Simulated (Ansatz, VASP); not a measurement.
# Two plane-wave programs on IrRh5

```xyz
12
Lattice="2.7180 0.0000 0.0000 0.0000 5.4357 0.0000 -0.0003 0.0005 11.4969" Properties=species:S:1:pos:R:3 pbc="T T T"
Ir    0.0001    2.7180   -0.0001
Ir   -0.0001    0.0000   -0.0001
Rh   -0.0001    2.7180    7.6508
Rh   -0.0006    0.0005    7.6506
Rh    1.3587    1.3593    9.5908
Rh    1.3588    4.0773    9.5905
Rh    1.3589    1.3588    1.9062
Rh    1.3591    4.0770    1.9063
Rh   -0.0001    0.0002    3.8463
Rh    0.0000    2.7179    3.8463
Rh    1.3589    1.3591    5.7487
Rh    1.3590    4.0768    5.7486
```

Change from the starting cell: cell x2, atoms moved at random (sigma 0.1 Å) and cell strained at random (1.5 %), then relaxed without symmetry.

Alike in both runs: functional PBE; k mesh 8 × 4 × 2; occupations gaussian, width 0.2 eV; no spin polarisation.

Ansatz relaxed the structure, and its values are those at the end. VASP's run is a single point on that final structure, the one shown.

|  | VASP | Ansatz |
| --- | --- | --- |
| version | VASP 6.6.1 | Ansatz 0.2.0 |
| potentials or method | VASP PAW PBE potentials, release 64 (Ir, Rh_pv), cutoff 520 eV | scalar-relativistic, plane waves, PAW |
| valence electrons in the cell | 168 | 204 |

|  | VASP | Ansatz | Ansatz less VASP |
| --- | --- | --- | --- |
| gap on the k mesh at the Fermi level (eV) | none | none | - |
| pressure (GPa) | 0.0 | -0.1 | -0.16 |
| rms of the force components (eV/Å) | 0.012 | 0.002 | -0.0093 |

A gap of «none» marks a metal or a gap that the smearing closes. VASP's potentials hold 168 valence electrons a cell and Ansatz's 204, so a difference there can come from the potentials and not from the codes.

Neither program's run includes spin-orbit coupling.
